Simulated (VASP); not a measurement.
# C (R-3m) in VASP: further runs

C is run at these levels: PBEsol+D3(BJ); tasks: single point.

Program: VASP 6.6.1. These are calculated values, not measurements. Logs are shortened: lines on timing, memory, paths and dates and some standing lists are left out, and cuts for length are marked.

## Step 1: The cell of the first run

Symmetry: R-3m, No. 166, trigonal system. The conventional cell has a = 2.507 Å, b = 2.507 Å, c = 25.255 Å, α = 90.00°, β = 90.00°, γ = 120.00°. C (site symmetry 3m) has 3 C at 1.45 Å within 1.9 Å. C (site symmetry 3m) has 3 C at 1.45 Å within 1.9 Å.

## Step 2: Single point, PBEsol+D3(BJ)

INCAR reads:

```
SYSTEM = C
  PREC = Accurate
  ENCUT = 520
  EDIFF = 1E-6
  ISMEAR = -1
  SIGMA = 0.1
  LREAL = .False.
  LASPH = .True.
  NELM = 100
  ALGO = Normal
  ISIF = 2
  LWAVE = .False.
  LCHARG = .False.
  GGA = PS
  IVDW = 12
  NBANDS = 16
```

KPOINTS reads:

```
regular mesh
0
Gamma
  11 11 11
  0 0 0
```

POSCAR reads:

```
C
1.0
    1.2534077905      0.7236548945      8.4184197109
   -1.2534077905      0.7236548945      8.4184197109
    0.0000000000     -1.4473108054      8.4184197109
C
4
Direct
    0.9128270000      0.9128270000      0.9128270000
    0.2461500000      0.2461500000      0.2461500000
    0.7538500000      0.7538500000      0.7538500000
    0.0871730000      0.0871730000      0.0871730000
```

Potentials or basis: VASP PAW PBE potentials, release 64 (C).

Launch:

```console
cat potpaw_PBE.64/C/POTCAR > POTCAR
mpirun -np 1 vasp_std > vasp.out
```

OUTCAR:

```text
SYSTEM = C
   PREC = Accurate
   ENCUT = 520
   EDIFF = 1E-6
   ISMEAR = -1
   LREAL = .False.
   LASPH = .True.
   NELM = 100
   ISIF = 2
   GGA = PS
   IVDW = 12
 IVDW          = 12

 ion  position               nearest neighbor table
   1  0.913  0.913  0.913-   2 1.45   2 1.45   2 1.45
   2  0.246  0.246  0.246-   1 1.45   1 1.45   1 1.45
   3  0.754  0.754  0.754-   4 1.45   4 1.45   4 1.45
   4  0.087  0.087  0.087-   3 1.45   3 1.45   3 1.45

  LATTYP: Found a trigonal (rhomboedric) cell.
 ALAT       =     8.5419258908
 COS(alpha) =     0.9569371096

  Lattice vectors:

 A1 = (   1.2534077905,   0.7236548945,   8.4184197109)
 A2 = (  -1.2534077905,   0.7236548945,   8.4184197109)
 A3 = (   0.0000000000,  -1.4473108054,   8.4184197109)

Analysis of symmetry for initial positions (statically):
=====================================================================
 Subroutine PRICEL returns:
 Original cell was already a primitive cell.

 Routine SETGRP: Setting up the symmetry group for a
 trigonal (rhombohedral) supercell.

 Subroutine GETGRP returns: Found 12 space group operations
 (whereof 12 operations were pure point group operations)
 out of a pool of 12 trial point group operations.

The static configuration has the point symmetry D_3d.

Analysis of symmetry for dynamics (positions and initial velocities):
=====================================================================
 Subroutine PRICEL returns:
 Original cell was already a primitive cell.

 Routine SETGRP: Setting up the symmetry group for a
 trigonal (rhombohedral) supercell.

 Subroutine GETGRP returns: Found 12 space group operations
 (whereof 12 operations were pure point group operations)
 out of a pool of 12 trial point group operations.

The dynamic configuration has the point symmetry D_3d.

 Subroutine INISYM returns: Found 12 space group operations
 (whereof 12 operations are pure point group operations),
 and found     1 'primitive' translations

----------------------------------------------------------------------------------------

                                     Primitive cell

  volume of cell :      45.8148

  direct lattice vectors                    reciprocal lattice vectors
     1.253407791  0.723654894  8.418419711     0.398912472  0.230312252  0.039595723
    -1.253407791  0.723654894  8.418419711    -0.398912472  0.230312252  0.039595723
     0.000000000 -1.447310805  8.418419711     0.000000000 -0.460624505  0.039595695

[... 88 lines left out ...]
   LREAL  =      F    real-space projection
   EDIFFG = 0.1E-04   stopping-criterion for IOM
   NSW    =      0    number of steps for IOM
   IBRION =     -1    ionic relax: 0-MD 1-quasi-New 2-CG
   NFREE  =      0    steps in history (QN), initial steepest desc. (CG)
   ISIF   =      2    stress and relaxation
   ISYM   =      2    0-nonsym 1-usesym 2-fastsym
   POTIM  = 0.5000    time-step for ionic-motion
   TEBEG  =    0.0;   TEEND  =   0.0 temperature during run
   PSTRESS=    0.0 pullay stress
   NELECT =      16.0000    total number of electrons
   NUPDOWN=      -1.0000    fix difference up-down
   EMIN   =  10.00;   EMAX   =-10.00  energy-range for DOS
   EFERMI =   0.00;   METHOD = LEGACY
   ISMEAR =    -1;   SIGMA  =   0.10  broadening in eV -4-tet -1-fermi 0-gaus
   EFERMI_NEDOS =   21; number of points for ismear=-14 and -15
   IALGO  =     38    algorithm
   IMIX   =      4    mixing-type and parameters
     AMIX     =   0.40;   BMIX     =  1.00
     AMIX_MAG =   1.60;   BMIX_MAG =  1.00
  volume/ion in A,a.u.               =      11.45        77.29
  Fermi-wavevector in a.u.,A,eV,Ry     =   1.152868  2.178604 18.083561  1.329104
  Thomas-Fermi vector in A             =   2.289516
   LORBIT       =      0    0 simple, 1 ext, 2 COOP (PROOUT), +10 PAW based schemes
   GGA     = PS    functional components
   LHFCALC =     F    Hartree Fock is set to
   AEXX    =    0.0000 exact exchange contribution
   IVDW    =    12    specifies the selected vdW correction
   LEPSILON=     F    determine dielectric tensor
   LRPA    =     F    only Hartree local field effects (RPA)
 non-spin polarized calculation
  energy-cutoff  :      520.00
  volume of cell :       45.81
 maximum number of plane-waves:      1255
   NGX = 31   NGY = 31   NGZ = 31

 number of electron      16.0000001 magnetization

 Free energy of the ion-electron system (eV)
  ---------------------------------------------------
  ext. energy  EPLUGINS =         0.00000000
  ---------------------------------------------------
  free energy    TOTEN  =       -38.48196641 eV

  energy without entropy =      -38.48161038  energy(sigma->0) =      -38.48178839

 E-fermi :   2.5465     XC(G=0):  -8.8516

 val. band max:        1.9597755093   @ k =  -0.1818   0.4545   0.0909
 cond. band min:       3.1515164649   @ k =  -0.3636   0.3636   0.0000
 fundamental gap:      1.1917409556
 Fermi energy:         2.5465115379

 k-point     1 :       0.0000    0.0000    0.0000
  band No.  band energies     occupation
      1     -16.5536      2.00000
      2     -16.5059      2.00000
      3      -5.0405      2.00000
      4      -4.4680      2.00000
      5      -0.4609      2.00000
      6      -0.4609      2.00000
[... 433 lines left out ...]
      3      -5.6309      2.00000
      4      -5.6218      2.00000
      5      -4.1728      2.00000
      6      -4.1660      2.00000
[... 8 lines left out ...]
     15      13.5992      0.00000
     16      13.6478      0.00000

 [... further k-points ...]

------------------------ aborting loop because EDIFF is reached ----------------------------------------

 Edisp (eV)   -0.33667

 E8    (eV) :    -0.1617

  FORCE on cell =-STRESS in cart. coord.  units (eV):
  Direction    XX          YY          ZZ          XY          YZ          ZX
  --------------------------------------------------------------------------------------
  -------------------------------------------------------------------------------------
  Total      -5.07755    -5.07755    -0.43786     0.00000     0.00000    -0.00000
  in kB    -177.56551  -177.56546   -15.31244     0.00000     0.00000    -0.00000
  external pressure =     -123.48 kB  Pullay stress =        0.00 kB

 VOLUME and BASIS-vectors are now :
 -----------------------------------------------------------------------------
  energy-cutoff  :      520.00
  volume of cell :       45.81
      direct lattice vectors                 reciprocal lattice vectors
     1.253407791  0.723654894  8.418419711     0.398912472  0.230312252  0.039595723
    -1.253407791  0.723654894  8.418419711    -0.398912472  0.230312252  0.039595723
     0.000000000 -1.447310805  8.418419711     0.000000000 -0.460624505  0.039595695

 POSITION                                       TOTAL-FORCE (eV/Angst)
 -----------------------------------------------------------------------------------
      0.00000     -0.00000     23.05368         0.000000      0.000000     -0.003087
      0.00000     -0.00000      6.21658         0.000000     -0.000000      0.005369
      0.00000     -0.00000     19.03868         0.000000      0.000000     -0.005369
      0.00000     -0.00000      2.20158         0.000000     -0.000000      0.003087
 -----------------------------------------------------------------------------------
    total drift:                               -0.000000     -0.000000      0.000000

  FREE ENERGIE OF THE ION-ELECTRON SYSTEM (eV)
  ---------------------------------------------------
  free  energy   TOTEN  =       -38.8186354410 eV

  energy  without entropy=      -38.8182794136  energy(sigma->0) =      -38.81845743
```

stdout:

```text
POSCAR found type information on POSCAR C
 POSCAR found :  1 types and       4 ions
 scaLAPACK will be used
 -----------------------------------------------------------------------------
|                                                                             |
|                                                                             |
|     You enforced a specific xc type in the INCAR file but a different       |
|     I HOPE YOU KNOW WHAT YOU ARE DOING!                                     |
|                                                                             |
 -----------------------------------------------------------------------------

 LDA part: xc-table for (Slater+PW92), standard interpolation
 POSCAR, INCAR and KPOINTS ok, starting setup
 FFT: planning ... GRIDC
 FFT: planning ... GRID_SOFT
 FFT: planning ... GRID
 WAVECAR not read
 entering main loop
```

Wall time 14 min (1 thread of Intel Xeon Platinum 8259CL at 2.50GHz (Skylake/Cascade Lake), shared host); peak memory 0.54 GiB.

Results:

```yaml
Free_energy: -38.8186 eV
Pressure: -12.3 GPa
Largest_force: 0.005 eV/Å
Dispersion_energy_per_atom: -0.084 eV
```

Forces on the atoms (eV/Å):
```
C    0.000  0.000 -0.003
C    0.000  0.000  0.005
C    0.000  0.000 -0.005
C    0.000  0.000  0.003
```

Caveat: the cell stands under tension; the PAW data sets were made with another functional, which shifts forces and pressure a little.

## Step 3: Single point, PBEsol+D3(BJ)

This run uses another cell than the first one, of 11.73 Å³/atom.

INCAR reads:

```
PREC = Accurate
ENCUT = 520
EDIFF = 1E-7
ISMEAR = -1
SIGMA = 0.1
LREAL = False
LASPH = True
NELM = 100
ALGO = Normal
ISIF = 2
LWAVE = False
LCHARG = True
GGA = PS
IVDW = 12
LELF = True
LVHAR = True
NBANDS = 16
```

KPOINTS reads:

```
regular mesh
0
Gamma
  11 11 11
```

POSCAR reads:

```
C
1.0
    1.2632775495      0.7293531992      8.4847092096
   -1.2632775495      0.7293531992      8.4847092096
    0.0000000000     -1.4587074227      8.4847092096
C
4
Direct
    0.9128270000      0.9128270000      0.9128270000
    0.2461500000      0.2461500000      0.2461500000
    0.7538500000      0.7538500000      0.7538500000
    0.0871730000      0.0871730000      0.0871730000
```

Potentials or basis: VASP PAW PBE potentials, release 64 (C).

Launch:

```console
cat potpaw_PBE.64/C/POTCAR > POTCAR
mpirun -np 1 vasp_std > vasp.out
```

Run time: 16 min. Hardware: 1 thread of Intel Xeon Platinum 8259CL at 2.50GHz (Skylake/Cascade Lake), shared host; peak memory 0.56 GiB.

It converged, with:

```yaml
Free_energy: -38.7205 eV
Pressure: -16.6 GPa
Largest_force: 0.005 eV/Å
Dispersion_energy_per_atom: -0.083 eV
```

Forces in eV/Å, atoms in the order of the input:
```
C    0.000  0.000 -0.004
C    0.000  0.000  0.005
C    0.000  0.000 -0.005
C    0.000  0.000  0.004
```

Stress tensor (GPa, compression positive):
```
-24.10   0.00   0.00
  0.00 -24.10   0.00
  0.00   0.00  -1.48
```

Caveat: the cell stands under tension; the PAW data sets were made with another functional, which shifts forces and pressure a little.

## Step 4: Single point, PBEsol+D3(BJ)

This run uses another cell than the first one, of 12.00 Å³/atom.

INCAR reads:

```
ALGO = Normal
EDIFF = 1E-6
ENCUT = 520
GGA = PS
ISIF = 2
ISMEAR = -1
IVDW = 12
LASPH = T
LCHARG = F
LREAL = F
LWAVE = F
NBANDS = 16
NELM = 60
PREC = Accurate
SIGMA = 0.1
```

KPOINTS reads:

```
k-points
0
Gamma
  11 11 11
```

POSCAR reads:

```
C
1.0
    1.2729954510      0.7349638289      8.5499787685
   -1.2729954510      0.7349638289      8.5499787685
    0.0000000000     -1.4699286900      8.5499787685
C
4
Direct
    0.9128270000      0.9128270000      0.9128270000
    0.2461500000      0.2461500000      0.2461500000
    0.7538500000      0.7538500000      0.7538500000
    0.0871730000      0.0871730000      0.0871730000
```

Launch:

```console
cat potpaw_PBE.64/C/POTCAR > POTCAR
mpirun -np 1 vasp_std > vasp.out
```

Wall time 18 min (1 thread of Intel Xeon Platinum 8259CL at 2.50GHz (Skylake/Cascade Lake), shared host); peak memory 0.63 GiB.

The run converged. Its results:

- Free energy: -38.5953 eV
- Pressure: -20.3 GPa
- Largest force: 0.004 eV/Å
- Dispersion energy per atom: -0.081 eV

Forces in eV/Å, atoms in the order of the input:
```
C    0.000  0.000 -0.004
C    0.000  0.000  0.004
C    0.000  0.000 -0.004
C    0.000  0.000  0.004
```

Stress tensor (GPa, compression positive):
```
-29.74   0.00   0.00
  0.00 -29.74   0.00
  0.00   0.00  -1.43
```

Caveat: the cell stands under tension; the PAW data sets were made with another functional, which shifts forces and pressure a little.

## Step 5: Summary

```tsv
cell	pressure (GPa)
a = 8.542 Å, angles 16.9°, 4 atoms	-12.3
a = 8.609 Å, angles 16.9°, 4 atoms	-16.6
a = 8.675 Å, angles 16.9°, 4 atoms	-20.3
```

Alike in all rows: task single point; level PBEsol+D3(BJ); potentials or basis VASP PAW PBE potentials, release 64 (C); no spin polarisation; k mesh 11 × 11 × 11; cutoff (eV) 520; smearing fermi-dirac 0.1 eV.

Caveats: the cell stands under tension; the PAW data sets were made with another functional, which shifts forces and pressure a little.

Absolute energies hang on the potentials; compare differences alone.
